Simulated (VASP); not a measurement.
A run of VASP 6.6.1:

The input INCAR:

```
SYSTEM = AlN
PREC     = Accurate       ! precision mode
ENCUT    = 600            ! plane-wave cutoff, eV
EDIFF    = 1E-7           ! SCF threshold, eV
ISMEAR   = 0              ! smearing method
SIGMA    = 0.01           ! smearing width, eV
LREAL    = .FALSE.        ! projectors in reciprocal space
LASPH    = .TRUE.         ! aspherical terms in the spheres
NELM     = 120            ! most SCF steps
ALGO     = Normal         ! electronic algorithm
ISIF     = 3              ! what is computed and relaxed
LWAVE    = .FALSE.        ! write WAVECAR
LCHARG   = .FALSE.        ! write CHGCAR
GGA      = PE             ! functional
IBRION   = 2              ! ionic algorithm
NSW      = 80             ! ionic steps
EDIFFG   = -0.001         ! ionic threshold
PSTRESS  = 300.0        
GGA_COMPAT= .FALSE.      
NELMIN   = 4
```

KPOINTS

```
regular mesh
0
G
  10 10 10
  0 0 0
```

Contents of POSCAR:

```
AlN
1.0
    0.0000000000      2.2015871044      2.2015871044
    2.2015871044      0.0000000000      2.2015871044
    2.2015871044      2.2015871044      0.0000000000
Al N
1 1
Direct
    0.0000000000      0.0000000000      0.0000000000
    0.7500000000      0.7500000000      0.7500000000
```

Potentials or basis: VASP PAW PBE potentials, release 64 (Al, N).

Run with:

```sh
$ cat potpaw_PBE.64/Al/POTCAR potpaw_PBE.64/N/POTCAR > POTCAR
$ mpirun -np 1 vasp_std > vasp.out
```

Hardware: 1 thread of Intel Xeon 8259CL, with other jobs on the host.

Q: How long does it take, and how much memory?

A: Run time: 91 s on 1 thread of Intel Xeon 8259CL, with other jobs on the host, peak memory 0.16 GiB. Counts: scf iterations 53, k points 47, ion steps 7.
